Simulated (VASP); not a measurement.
Input of a VASP 6.6.1 run:

File INCAR:

```
  PREC = Accurate
  ENCUT = 520
  EDIFF = 1E-6
  ISMEAR = 0
  SIGMA = 0.01
  LREAL = F
  LASPH = T
  NELM = 100
  ALGO = Normal
  ISIF = 2
  LWAVE = F
  LCHARG = T
  GGA = PS
  LELF = T
  LVHAR = T
  NBANDS = 16
```

Contents of KPOINTS:

```
regular mesh
0
Gamma
  8 8 8
```

File POSCAR:

```
GaP
1.0
    2.7328604416      2.7328604416      0.0000000000
   -2.7328604416      2.7328604416      0.0000000000
    0.0000000000      2.7328604416      2.7079361534
Ga P
1 1
Direct
    0.0000000000      0.0000000000      0.0000000000
    0.7500000000      0.2500000000      0.5000000000
```

Potentials or basis: VASP PAW PBE potentials, release 64 (Ga_d, P).

Run with:

```sh
$ cat potpaw_PBE.64/Ga_d/POTCAR potpaw_PBE.64/P/POTCAR > POTCAR
$ mpirun -np 1 vasp_std > vasp.out
```

(1) Predict the band gap on the k mesh.

(2) Estimate the pressure.

Results:

(1) 1.43 eV, indirect (least direct gap 1.72 eV).

(2) -0.6 GPa.

Caveat: the cell differs from its parent crystal (in-plane strain +0.005, then relaxed in part); the PAW data sets were made with another functional, which shifts forces and pressure a little.
